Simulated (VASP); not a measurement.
Runs of VASP 6.6.1 on In2BiP. The structure is that of space group P-4m2 (No. 115), or close to it. The cells are those of the table. 

```csv
task,level,cell,cutoff (eV),gap on the mesh (eV),pressure (GPa)
single point,PBE,"a = 4.459, b = 4.459, c = 6.367 Å, 4 atoms",520,none,1.5
single point,r2SCAN,"a = 4.459, b = 4.459, c = 6.367 Å, 4 atoms",520,none,(a)
relaxation of cell and atoms,PBE,"relaxed from a = 4.353, b = 4.353, c = 6.156 Å, 4 atoms",600,none,0.0
single point,PBE,"a = 4.509, b = 4.509, c = 6.450 Å, 4 atoms",520,none,0.0
```

Alike in all rows: potentials or basis VASP PAW PBE potentials, release 64 (P, In_d, Bi_d); no spin polarisation; k mesh 6 × 6 × 4; smearing fermi-dirac 0.02 eV.

Question: Estimate the missing entries.

Answer: (a) -0.1.

Caveats: spin-orbit coupling is left out, which moves the levels of the heavy elements; the PAW data sets were made with another functional, which shifts forces and pressure a little (some runs).

A k mesh can miss the band edges, and the runs leave out spin-orbit coupling on Bi, In.

A gap of «none» marks levels without a gap at the run's occupations.
